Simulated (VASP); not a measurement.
# HfN in VASP: further runs

The runs below take HfN through single point, with r2SCAN.

All numbers are computed with VASP 6.6.1; they aren't measurements. Logs are shortened: lines on timing, memory, paths and dates and some standing lists are left out, and cuts for length are marked.

### 1 The cell of the first run

The structure is cubic, space group F-43m (No. 216). The conventional cell has a = 4.517 Å, b = 4.517 Å, c = 4.517 Å, α = 90.00°, β = 90.00°, γ = 90.00°. Within 2.6 Å of Hf (site symmetry -43m) lie 4 N at 1.96 Å. N (site symmetry -43m) has 4 Hf at 1.96 Å within 2.6 Å.

### 2 Single point, r2SCAN (strain -0.080 along x and y, -0.080 along z)

Input file POSCAR:

```
HfN
1.0
    0.0000000000      2.2584362400      2.2584362400
    2.2584362400      0.0000000000      2.2584362400
    2.2584362400      2.2584362400      0.0000000000
Hf N
1 1
Direct
    0.0000000000      0.0000000000      0.0000000000
    0.7500000000      0.7500000000      0.7500000000
```

Input file INCAR.step1:

```
SYSTEM = HfN
PREC = Accurate
ENCUT = 520
ISMEAR = 0
SIGMA = 0.15
LREAL = .False.
LASPH = .True.
NELM = 100
NBANDS = 14
GGA = PE
ALGO = Normal
EDIFF = 1E-4
LWAVE = .True.
LCHARG = .False.
```

Input file INCAR.step2:

```
SYSTEM = HfN
PREC = Accurate
ENCUT = 520
EDIFF = 1E-7
ISMEAR = 0
SIGMA = 0.15
LREAL = .False.
LASPH = .True.
NELM = 100
ALGO = Normal
ISIF = 2
LWAVE = .False.
LCHARG = .False.
METAGGA = R2SCAN
LMIXTAU = .True.
NBANDS = 14
ISTART = 1
```

Input file KPOINTS:

```
regular mesh
0
Gamma
  16 16 16
  0 0 0
```

Potentials or basis: VASP PAW PBE potentials, release 64 (Hf_pv, N).

Run with:

```console
> cat potpaw_PBE.64/Hf_pv/POTCAR potpaw_PBE.64/N/POTCAR > POTCAR
> cp INCAR.step1 INCAR
> mpirun -np 1 vasp_std > vasp.out
> cp INCAR.step2 INCAR
> mpirun -np 1 vasp_std > vasp.out
```

OUTCAR:

```text
SYSTEM = HfN
   PREC = Accurate
   ENCUT = 520
   EDIFF = 1E-7
   ISMEAR = 0
   LREAL = .False.
   LASPH = .True.
   NELM = 100
   ISIF = 2
   METAGGA = R2SCAN
   ISTART = 1

 ion  position               nearest neighbor table
   1  0.000  0.000  0.000-   2 1.96   2 1.96   2 1.96   2 1.96
   2  0.750  0.750  0.750-   1 1.96   1 1.96   1 1.96   1 1.96

  LATTYP: Found a face centered cubic cell.
 ALAT       =     4.5168724800

  Lattice vectors:

 A1 = (   0.0000000000,   2.2584362400,   2.2584362400)
 A2 = (   2.2584362400,   0.0000000000,   2.2584362400)
 A3 = (   2.2584362400,   2.2584362400,   0.0000000000)

Analysis of symmetry for initial positions (statically):
=====================================================================
 Subroutine PRICEL returns:
 Original cell was already a primitive cell.

 Routine SETGRP: Setting up the symmetry group for a
 face centered cubic supercell.

 Subroutine GETGRP returns: Found 24 space group operations
 (whereof 24 operations were pure point group operations)
 out of a pool of 48 trial point group operations.

The static configuration has the point symmetry T_d .

Analysis of symmetry for dynamics (positions and initial velocities):
=====================================================================
 Subroutine PRICEL returns:
 Original cell was already a primitive cell.

 Routine SETGRP: Setting up the symmetry group for a
 face centered cubic supercell.

 Subroutine GETGRP returns: Found 24 space group operations
 (whereof 24 operations were pure point group operations)
 out of a pool of 48 trial point group operations.

The dynamic configuration has the point symmetry T_d .

 Subroutine INISYM returns: Found 24 space group operations
 (whereof 24 operations are pure point group operations),
 and found     1 'primitive' translations

----------------------------------------------------------------------------------------

                                     Primitive cell

  volume of cell :      23.0385

  direct lattice vectors                    reciprocal lattice vectors
     0.000000000  2.258436240  2.258436240    -0.221392126  0.221392126  0.221392126
     2.258436240  0.000000000  2.258436240     0.221392126 -0.221392126  0.221392126
     2.258436240  2.258436240  0.000000000     0.221392126  0.221392126 -0.221392126

  length of vectors
     3.193911160  3.193911160  3.193911160     0.383462410  0.383462410  0.383462410

  position of ions in fractional coordinates (direct lattice)
     0.000000000  0.000000000  0.000000000
     0.750000000  0.750000000  0.750000000

  ion indices of the primitive-cell ions
   primitive index   ion index
                 1           1
                 2           2

----------------------------------------------------------------------------------------

 KPOINTS: regular mesh

Automatic generation of k-mesh.
 Grid dimensions read from file:
 generate k-points for:   16   16   16

 Generating k-lattice:

  Cartesian coordinates                     Fractional coordinates (reciprocal lattice)
    -0.013837008  0.013837008  0.013837008     0.062500000  0.000000000  0.000000000
     0.013837008 -0.013837008  0.013837008     0.000000000  0.062500000  0.000000000
     0.013837008  0.013837008 -0.013837008     0.000000000  0.000000000  0.062500000

  Length of vectors
     0.023966401  0.023966401  0.023966401

  Shift w.r.t. Gamma in fractional coordinates (k-lattice)
     0.000000000  0.000000000  0.000000000

 Subroutine IBZKPT returns following result:
 ===========================================

 Found    145 irreducible k-points:

 Following reciprocal coordinates:
            Coordinates               Weight
  0.000000  0.000000  0.000000      1.000000
  0.062500  0.000000  0.000000      8.000000
  0.125000  0.000000  0.000000      8.000000
  0.187500  0.000000  0.000000      8.000000
  0.250000  0.000000  0.000000      8.000000
  0.312500  0.000000  0.000000      8.000000
[... 16 lines left out ...]
 -0.125000  0.062500  0.000000     24.000000
 -0.062500  0.062500  0.000000     12.000000
 [... further k-points ...]
   k-points           NKPTS =    145   k-points in BZ     NKDIM =    145   number of bands    NBANDS=     14
   number of dos      NEDOS =    301   number of ions     NIONS =      2
   total plane-waves  NPLWV =  13824
   dimension x,y,z NGX =    24 NGY =   24 NGZ =   24
   dimension x,y,z NGXF=    48 NGYF=   48 NGZF=   48
   ions per type =               1   1
   NGX,Y,Z   is equivalent  to a cutoff of  12.49, 12.49, 12.49 a.u.
   NGXF,Y,Z  is equivalent  to a cutoff of  24.98, 24.98, 24.98 a.u.
 SYSTEM =  HfN
   PREC   = accura    normal or accurate (medium, high low for compatibility)
   ISTART =      1    job   : 0-new  1-cont  2-samecut
   ICHARG =      0    charge: 1-file 2-atom 10-const
   ISPIN  =      1    spin polarized calculation?
   LNONCOLLINEAR =      F non collinear calculations
   LSORBIT =      F    spin-orbit coupling
   LASPH  =      T    aspherical Exc in radial PAW
   ENCUT  =  520.0 eV  38.22 Ry    6.18 a.u.   5.94  5.94  5.94*2*pi/ulx,y,z
   NELM   =    100;   NELMIN=  2; NELMDL=  0     # of ELM steps
   EDIFF  = 0.1E-06   stopping-criterion for ELM
   LREAL  =      F    real-space projection
   EDIFFG = 0.1E-05   stopping-criterion for IOM
   NSW    =      0    number of steps for IOM
   IBRION =     -1    ionic relax: 0-MD 1-quasi-New 2-CG
   NFREE  =      0    steps in history (QN), initial steepest desc. (CG)
   ISIF   =      2    stress and relaxation
   ISYM   =      2    0-nonsym 1-usesym 2-fastsym
   POTIM  = 0.5000    time-step for ionic-motion
   TEBEG  =    0.0;   TEEND  =   0.0 temperature during run
   PSTRESS=    0.0 pullay stress
   NELECT =      15.0000    total number of electrons
   NUPDOWN=      -1.0000    fix difference up-down
   EMIN   =  10.00;   EMAX   =-10.00  energy-range for DOS
   EFERMI =   0.00;   METHOD = LEGACY
   ISMEAR =     0;   SIGMA  =   0.15  broadening in eV -4-tet -1-fermi 0-gaus
   EFERMI_NEDOS =   21; number of points for ismear=-14 and -15
   IALGO  =     38    algorithm
   IMIX   =      4    mixing-type and parameters
     AMIX     =   0.40;   BMIX     =  1.00
     AMIX_MAG =   1.60;   BMIX_MAG =  1.00
  volume/ion in A,a.u.               =      11.52        77.74
  Fermi-wavevector in a.u.,A,eV,Ry     =   1.418908  2.681346 27.392589  2.013298
  Thomas-Fermi vector in A             =   2.539984
   LORBIT       =      0    0 simple, 1 ext, 2 COOP (PROOUT), +10 PAW based schemes
   METAGGA = R2SCAN    functional components
   LHFCALC =     F    Hartree Fock is set to
   AEXX    =    0.0000 exact exchange contribution
   IVDW    =     0    specifies the selected vdW correction
   LEPSILON=     F    determine dielectric tensor
   LRPA    =     F    only Hartree local field effects (RPA)
 non-spin polarized calculation
 Gauss-broadening in eV      SIGMA  =   0.15
  energy-cutoff  :      520.00
  volume of cell :       23.04
 maximum number of plane-waves:       636
   NGX = 11   NGY = 11   NGZ = 11

 number of electron      15.0000001 magnetization

 Free energy of the ion-electron system (eV)
  ---------------------------------------------------
  ext. energy  EPLUGINS =         0.00000000
  ---------------------------------------------------
  free energy    TOTEN  =       -56.50010237 eV

  energy without entropy =      -56.49564153  energy(sigma->0) =      -56.49787195

 E-fermi :   7.8799     XC(G=0): -13.3202

 val. band max:        7.8621468230   @ k =   0.0000   0.0000   0.0000
 cond. band min:       7.8857377521   @ k =   0.3125   0.1875   0.0000
 fundamental gap:      0.0235909291
 Fermi energy:         7.8799462235

 k-point     1 :       0.0000    0.0000    0.0000
  band No.  band energies     occupation
      1     -23.5861      2.00000
      2     -23.5861      2.00000
      3     -23.5861      2.00000
      4     -10.6608      2.00000
      5       0.7278      2.00000
      6       0.7278      2.00000
      7       0.7278      2.00000
      8       7.8621      1.13327
      9      10.9254      0.00000
     10      10.9254      0.00000
     11      16.4961      0.00000
     12      16.4961      0.00000
     13      16.4961      0.00000
     14      20.3388      0.00000

 k-point     2 :       0.0625    0.0000    0.0000
  band No.  band energies     occupation
      1     -23.6420      2.00000
      2     -23.5925      2.00000
      3     -23.5925      2.00000
      4     -10.5745      2.00000
      5       0.6499      2.00000
      6       0.7722      2.00000
      7       0.7722      2.00000
      8       8.1064      0.03276
      9      10.8119      0.00000
     10      10.8119      0.00000
     11      16.3452      0.00000
     12      16.6991      0.00000
     13      16.6991      0.00000
     14      20.3387      0.00000

 k-point     3 :       0.1250    0.0000    0.0000
  band No.  band energies     occupation
      1     -23.7975      2.00000
      2     -23.6107      2.00000
      3     -23.6107      2.00000
      4     -10.3370      2.00000
      5       0.4822      2.00000
      6       0.8955      2.00000
      7       0.8955      2.00000
      8       8.7455      0.00000
      9      10.5628      0.00000
     10      10.5629      0.00000
     11      15.9989      0.00000
     12      17.1671      0.00000
     13      17.1671      0.00000
     14      20.3385      0.00000
[... 324 lines left out ...]
 k-point    23 :      -0.1250    0.0625    0.0000
  band No.  band energies     occupation
      1     -23.8907      2.00000
      2     -23.6549      2.00000
      3     -23.6109      2.00000
      4     -10.1684      2.00000
      5       0.3578      2.00000
      6       0.9456      2.00000
      7       1.0646      2.00000
      8       9.1650      0.00000
      9      10.0897      0.00000
     10      10.7558      0.00000
     11      16.0132      0.00000
     12      17.0035      0.00000
     13      17.6687      0.00000
     14      20.3383      0.00000

 k-point    24 :      -0.0625    0.0625    0.0000
  band No.  band energies     occupation
      1     -23.7215      2.00000
      2     -23.6197      2.00000
      3     -23.5954      2.00000
      4     -10.4376      2.00000
      5       0.5190      2.00000
      6       0.8195      2.00000
      7       0.8928      2.00000
      8       8.4798      0.00000
      9      10.4551      0.00000
     10      10.8545      0.00000
     11      16.3069      0.00000
     12      16.6645      0.00000
     13      17.1410      0.00000
     14      20.3386      0.00000

 [... further k-points ...]

------------------------ aborting loop because EDIFF is reached ----------------------------------------

  FORCE on cell =-STRESS in cart. coord.  units (eV):
  Direction    XX          YY          ZZ          XY          YZ          ZX
  --------------------------------------------------------------------------------------
  -------------------------------------------------------------------------------------
  Total       11.2410734     11.2410734     11.2410734     -0.0000000     -0.0000000     -0.0000000
  in kB      781.7445635    781.7445635    781.7445635     -0.0000000     -0.0000000     -0.0000000
  external PRESSURE =     781.7445635 kB  Pullay stress =       0.0000000 kB

 VOLUME and BASIS-vectors are now :
 -----------------------------------------------------------------------------
  energy-cutoff  :      520.00
  volume of cell :       23.04
      direct lattice vectors                 reciprocal lattice vectors
     0.000000000  2.258436240  2.258436240    -0.221392126  0.221392126  0.221392126
     2.258436240  0.000000000  2.258436240     0.221392126 -0.221392126  0.221392126
     2.258436240  2.258436240  0.000000000     0.221392126  0.221392126 -0.221392126

 POSITION                                       TOTAL-FORCE (eV/Angst)
 -----------------------------------------------------------------------------------
      0.00000      0.00000      0.00000         0.000000      0.000000      0.000000
      3.38765      3.38765      3.38765        -0.000000     -0.000000     -0.000000
 -----------------------------------------------------------------------------------
    total drift:                                0.000000      0.000000      0.000000

  FREE ENERGIE OF THE ION-ELECTRON SYSTEM (eV)
  ---------------------------------------------------
  free  energy   TOTEN  =       -56.5001023749 eV

  energy  without entropy=      -56.4956415291  energy(sigma->0) =      -56.49787195
```

It took 76 s on 1 thread of Intel Xeon Platinum 8488C (Sapphire Rapids), shared host; peak memory 0.18 GiB.

Results:

* Free energy: -56.5001 eV
* Pressure: 78.2 GPa
* Band gap on the k mesh: zero (an odd number of electrons rules out a gap without spin polarisation)

Levels at points of the mesh, in eV from the Fermi level:
| k point | band 5 | band 6 | band 7 | band 8 | band 9 | band 10 |
| --- | --- | --- | --- | --- | --- | --- |
| (0.00, 0.00, 0.00) | -7.15 | -7.15 | -7.15 | -0.02 | 3.05 | 3.05 |
| (0.50, 0.00, 0.00) | -6.42 | -6.26 | -6.26 | 2.05 | 3.85 | 3.85 |
| (0.50, 0.50, 0.00) | -8.73 | -4.12 | -4.12 | -1.30 | 3.32 | 5.76 |

Caveat: the cell differs from its parent crystal (strain -0.080 along x and y, -0.080 along z); the cell stands under pressure; the PAW data sets were made with another functional, which shifts forces and pressure a little; spin-orbit coupling is left out, which moves the levels of the heavy elements.

### 3 Single point, r2SCAN (strain +0.080 along x and y, +0.080 along z)

Input file POSCAR:

```
HfN
1.0
    0.0000000000      2.6512077600      2.6512077600
    2.6512077600      0.0000000000      2.6512077600
    2.6512077600      2.6512077600      0.0000000000
Hf N
1 1
Direct
    0.0000000000      0.0000000000      0.0000000000
    0.7500000000      0.7500000000      0.7500000000
```

Input file INCAR.step1:

```
SYSTEM = HfN
  PREC = Accurate
  ENCUT = 520
  ISMEAR = 0
  SIGMA = 0.15
  LREAL = .False.
  LASPH = .True.
  NELM = 100
  NBANDS = 14
  GGA = PE
  ALGO = Normal
  EDIFF = 1E-4
  LWAVE = .True.
  LCHARG = .False.
```

Input file INCAR.step2:

```
SYSTEM = HfN
  PREC = Accurate
  ENCUT = 520
  EDIFF = 1E-6
  ISMEAR = 0
  SIGMA = 0.15
  LREAL = .False.
  LASPH = .True.
  NELM = 100
  ALGO = Normal
  ISIF = 2
  LWAVE = .False.
  LCHARG = .True.
  METAGGA = R2SCAN
  LMIXTAU = .True.
  LELF = .True.
  LVHAR = .True.
  NBANDS = 14
  ISTART = 1
```

Input file KPOINTS:

```
Automatic mesh
0
Gamma
  16 16 16
  0 0 0
```

Potentials or basis: VASP PAW PBE potentials, release 64 (Hf_pv, N).

Run with:

```console
> cat potpaw_PBE.64/Hf_pv/POTCAR potpaw_PBE.64/N/POTCAR > POTCAR
> cp INCAR.step1 INCAR
> mpirun -np 1 vasp_std > vasp.out
> cp INCAR.step2 INCAR
> mpirun -np 1 vasp_std > vasp.out
```

It took 4 min on 1 thread of Intel Xeon Platinum 8488C (Sapphire Rapids), shared host; peak memory 0.22 GiB.

The run converged. Its results:

| Item | Value |
| --- | --- |
| Free energy | -56.7367 eV |
| Pressure | -31.2 GPa |
| Band gap on the k mesh | zero (an odd number of electrons rules out a gap without spin polarisation) |

Levels at points of the mesh, in eV from the Fermi level:
| k point | band 5 | band 6 | band 7 | band 8 | band 9 | band 10 | band 11 | band 12 |
| --- | --- | --- | --- | --- | --- | --- | --- | --- |
| (0.00, 0.00, 0.00) | -4.78 | -4.78 | -4.78 | -1.19 | 1.89 | 1.89 | 5.37 | 5.37 |
| (0.50, 0.00, 0.00) | -5.45 | -4.33 | -4.33 | 1.16 | 2.26 | 2.26 | 3.72 | 4.13 |
| (0.50, 0.50, 0.00) | -5.98 | -3.56 | -3.56 | -1.08 | 1.84 | 3.17 | 3.60 | 3.60 |

Caveat: the cell differs from its parent crystal (strain +0.080 along x and y, +0.080 along z); the cell stands under tension; the PAW data sets were made with another functional, which shifts forces and pressure a little; spin-orbit coupling is left out, which moves the levels of the heavy elements.

(Part 1 of 2 ends here.)

The gap in the log of VASP goes by the Fermi energy; the results here count the filled bands.